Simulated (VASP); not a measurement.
Input of a VASP 6.6.1 run:

File INCAR:

```
  PREC = Accurate
  ENCUT = 520
  EDIFF = 1E-6
  ISMEAR = 0
  SIGMA = 0.1
  LREAL = F
  LASPH = T
  NELM = 100
  ALGO = Normal
  ISIF = 2
  LWAVE = F
  LCHARG = T
  LDIPOL = T
  IDIPOL = 3
  DIPOL = 0.5 0.5 0.485
  GGA = PS
  LELF = T
  LVHAR = T
  LVACPOTAV = T
  NBANDS = 47
```

Contents of KPOINTS:

```
regular mesh
0
Gamma
  10 7 1
```

The input POSCAR:

```
Ti6C
1.0
    2.8679135959      0.0000000000      0.0000000000
    0.0000000000      4.0558423031      0.0000000000
    0.0000000000      0.0000000000     26.1697839898
Ti C
6 1
Direct
    0.5000000000      0.5000000000      0.3248020695
    0.0000000000      0.0000000000      0.3795964385
    0.5000000000      0.5000000000      0.4343908074
    0.0000000000      0.0000000000      0.4916818581
    0.5000000000      0.5000000000      0.5412134979
    0.0000000000      0.0000000000      0.6100997781
    0.5000000000      0.5000000000      0.6159230883
```

Potentials or basis: VASP PAW PBE potentials, release 64 (Ti_sv, C).

The run is started by

```bash
$ cat potpaw_PBE.64/Ti_sv/POTCAR potpaw_PBE.64/C/POTCAR > POTCAR
$ mpirun -np 1 vasp_std > vasp.out
```

(1) Estimate the largest force.

(2) Estimate the band gap on the k mesh.

Answers

(1) 0.681 eV/Å.

(2) zero (bands 38 and 39 overlap by 0.53 eV).

Caveat: the PAW data sets were made with another functional, which shifts forces and pressure a little.
